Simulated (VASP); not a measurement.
Here is a VASP 6.6.1 calculation.

INCAR

```
  PREC = Accurate
  ENCUT = 520
  EDIFF = 1E-6
  ISMEAR = 0
  SIGMA = 0.01
  LREAL = Auto
  LASPH = True
  NELM = 200
  ALGO = Normal
  ISIF = 2
  LWAVE = False
  LCHARG = False
  ISPIN = 2
  MAGMOM = 0.04 0.01 0.01 0.04 0.01 0.01 0 0.01 0.01 0 0 0.04 0 0 0 0.03 0.01 0 0.01 0.01 0 0 0.01 0 0 0 0.01 0.01 0.01 0.01 0.01
  LORBIT = 11
  NUPDOWN = 1.0
  GGA = PE
  NBANDS = 86
  NELECT = 121.0
  GGA_COMPAT = False
  ISYM = -1
```

The input KPOINTS:

```
explicit points
1
Reciprocal
  0.25000000   0.25000000   0.25000000 1
```

The input POSCAR:

```
MgB15N15
1.0
   -3.6241103800      3.6241103800     -3.6241103800
    3.6241103800      3.6241103800      3.6241103800
    3.6241103800     -3.6241103800     -3.6241103800
B Mg N
15 1 15
Direct
   -0.0028280155     -0.0016472284     -0.0435050355
    0.0094034756      0.2569393273      0.7545828908
    0.0093447280      0.5064065497      0.5050652619
   -0.0028349760      0.7082769493      0.2464894600
    0.2557091329      0.0106143487      0.7545774843
    0.2557244625      0.5064247954      0.2587863065
    0.2461946111      0.7509353260     -0.0009042414
    0.5051661727      0.0105378529      0.5050408705
    0.5051966722      0.2569274636      0.2587499643
    0.4980834405      0.4992977046      0.0021250164
    0.4980303993      0.7538768863      0.7474448729
    0.7068938633     -0.0015296575      0.2466089092
    0.7497201234      0.2474126272     -0.0008982333
    0.7526224100      0.4991930957      0.7473828603
    0.7497431217      0.7509708492      0.4956270670
    0.1796344942      0.1808024402      0.4292374317
   -0.0002720663      0.2503210114      0.0062260568
    0.0072651738      0.5059876596      0.7541540395
   -0.0001875328      0.7580877878      0.4985298741
    0.2491267384      0.0009438626      0.0061132639
    0.2525265822      0.2538127454      0.7778179643
    0.2524278351      0.5294636989      0.5018769204
    0.2491979804      0.7578495190      0.2491146934
    0.5047501648      0.0085498135      0.7541323627
    0.5281702416      0.2536126785      0.5018068339
    0.5047994304      0.5060250076      0.2567614268
    0.5012885195      0.7528097636      0.0009297285
    0.7567896440      0.0010167176      0.4985472845
    0.7566392685      0.2504472803      0.2491467111
    0.7515201574      0.5024753294      0.0009060297
    0.7514944293      0.7527379042      0.7505674064
```

Potentials or basis: VASP PAW PBE potentials, release 64 (B, Mg, N).

Command:

```bash
$ cat potpaw_PBE.64/B/POTCAR potpaw_PBE.64/Mg/POTCAR potpaw_PBE.64/N/POTCAR > POTCAR
$ mpirun -np 1 vasp_std > vasp.out
```

Predict the largest force.

0.034 eV/Å.

Forces in eV/Å, atoms in the order of the input:
```
B    0.004 -0.015  0.002
B    0.012 -0.015  0.016
B    0.005 -0.015  0.008
B    0.003  0.004  0.007
B   -0.012 -0.006 -0.002
B   -0.019 -0.009  0.004
B   -0.005  0.005 -0.007
B   -0.002 -0.017 -0.002
B   -0.001 -0.005  0.022
B    0.001  0.022  0.005
B   -0.006 -0.001 -0.013
B   -0.027  0.011 -0.004
B    0.009  0.004  0.006
B    0.024 -0.004  0.010
B    0.004  0.000 -0.004
Mg  -0.018 -0.007  0.028
N    0.011  0.023  0.003
N   -0.010  0.002 -0.001
N    0.015 -0.008 -0.012
N    0.002  0.015 -0.019
N    0.000 -0.007 -0.014
N    0.006  0.011 -0.002
N    0.010  0.020 -0.002
N   -0.003 -0.003 -0.001
N    0.000  0.016 -0.014
N   -0.004 -0.003  0.003
N   -0.008 -0.014  0.004
N    0.016 -0.004 -0.020
N    0.004  0.020 -0.009
N   -0.009 -0.007  0.010
N   -0.004 -0.015 -0.003
```

Caveat: the cell carries a net charge on a neutralising background, which shifts energy and pressure; the total moment is fixed, so each spin has its own Fermi level and the state may be an excited one.
